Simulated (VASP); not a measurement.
Input of a VASP 6.6.1 run:

INCAR

```
ALGO = Normal
EDIFF = 1E-6
ENCUT = 520
GGA = PE
ISIF = 2
ISMEAR = 0
LASPH = T
LCHARG = F
LREAL = F
LWAVE = F
NBANDS = 11
NELM = 60
PREC = Accurate
SIGMA = 0.024
```

The input KPOINTS:

```
k-points
0
Gamma
  10 10 10
```

POSCAR

```
Hf
1.0
   -1.8050000000      1.8050000000      1.8050000000
    1.8050000000     -1.8050000000      1.8050000000
    1.8050000000      1.8050000000     -1.8050000000
Hf
1
Direct
    0.0000000000      0.0000000000      0.0000000000
```

Potentials or basis: VASP PAW PBE potentials, release 64 (Hf_pv).

Launch:

```sh
$ cat potpaw_PBE.64/Hf_pv/POTCAR > POTCAR
$ mpirun -np 1 vasp_std > vasp.out
```

Problem. Estimate the band gap on the k mesh.

Solution. Zero (band 5 reaches 5.73 eV, above the bottom of band 6 at 3.54 eV).

Problem. Predict the pressure.

Solution. -5.3 GPa.

Caveat: spin-orbit coupling is left out, which moves the levels of the heavy elements.
